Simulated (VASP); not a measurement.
The system is CdSiN2.

```
CELL_PARAMETERS angstrom
2.91384 0.00000 0.00000
0.00000 2.91384 0.00000
0.00000 0.00000 4.90787
ATOMIC_POSITIONS crystal
Cd 0.00000 0.00000 0.00000
N 0.00000 0.50000 0.31667
N 0.50000 0.00000 0.68333
Si 0.50000 0.50000 0.50000
```

This cell differs from its parent crystal: strain -4.0%.

Base run:

| Item | Value |
| --- | --- |
| Program | VASP 6.6.1 |
| Functional | PBE |
| Potentials or basis | VASP PAW PBE potentials, release 64 (Cd_sv_GW, N, Si) |
| Cutoff | 600 eV |
| k mesh | 8 × 8 × 6 |
| Occupations | fermi-dirac, width 0.02 eV |
| Spin | no spin polarisation |

Its results: band gap on the k mesh 1.86 eV, indirect (least direct gap 1.86 eV); pressure 34.7 GPa; largest force 0.113 eV/Å.

Q: The run is repeated on the same cell with these changes: potentials or basis from VASP PAW PBE potentials, release 64 (Cd_sv_GW, N, Si) to VASP PAW PBE potentials, release 64 (Cd, N, Si); cutoff from 600 eV to 520 eV; further incar settings from ALGO = Normal; EDIFF = 1e-06; NBANDS = 25 to ALGO = Normal; EDIFF = 1e-06; NBANDS = 21; valence electrons from 34 to 26. What comes out?

A: Band gap on the k mesh 1.90 eV, indirect (least direct gap 1.91 eV); pressure 36.7 GPa; largest force 0.043 eV/Å.

A k mesh can miss the band edges.
